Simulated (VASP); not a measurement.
Wanted: the native input for a VASP 6.6.1 run.

| Property | Result |
| --- | --- |
| Task | single point |
| Functional | PBEsol |
| Potentials or basis | VASP PAW PBE potentials, release 64 (Zr_sv, B) |
| Cutoff | 520 eV |
| k mesh | 18 × 18 × 12 |
| Occupations | gaussian, width 0.1 eV |
| Spin | no spin polarisation |
| Dipole correction | no |
| Further INCAR settings | ALGO = Normal; EDIFF = 1e-06; NBANDS = 16 |

The structure of ZrB2 lies in POSCAR:

```
ZrB2
1.0
    3.0620248000      0.0000000000      0.0000000000
   -1.5310124000      2.6517912638      0.0000000000
    0.0000000000      0.0000000000      3.3877597630
Zr B
1 2
Direct
    0.0000000000      0.0000000000      0.0000000000
    0.3333333333      0.6666666667      0.5000000000
    0.6666666667      0.3333333333      0.5000000000
```

This cell differs from its parent crystal: volume scaled by 0.91, then relaxed in part.

The input as run:

INCAR

```
SYSTEM = ZrB2
PREC = Accurate ; ENCUT = 520
EDIFF = 1E-6 ; ISMEAR = 0
SIGMA = 0.1 ; LREAL = .False.
LASPH = .True. ; NELM = 60
ALGO = Normal ; ISIF = 2
LWAVE = .False. ; LCHARG = .False.
GGA = PS ; NBANDS = 16
```

KPOINTS

```
regular mesh
0
Gamma
  18 18 12
  0 0 0
```

Potentials or basis: VASP PAW PBE potentials, release 64 (Zr_sv, B).

Launch:

```console
$ cat potpaw_PBE.64/Zr_sv/POTCAR potpaw_PBE.64/B/POTCAR > POTCAR
$ mpirun -np 1 vasp_std > vasp.out
```

Results of the run:

```yaml
Pressure: 28.8 GPa
Band_gap_on_the_k_mesh: zero (band 9 reaches 12.48 eV, above the bottom of band 10 at 11.16 eV)
```

Caveat: the PAW data sets were made with another functional, which shifts forces and pressure a little.

Run time: 42 s on 1 thread of Intel(R) Xeon(R) Platinum 8559C (Emerald Rapids), with other jobs on the host, peak memory 0.23 GiB.
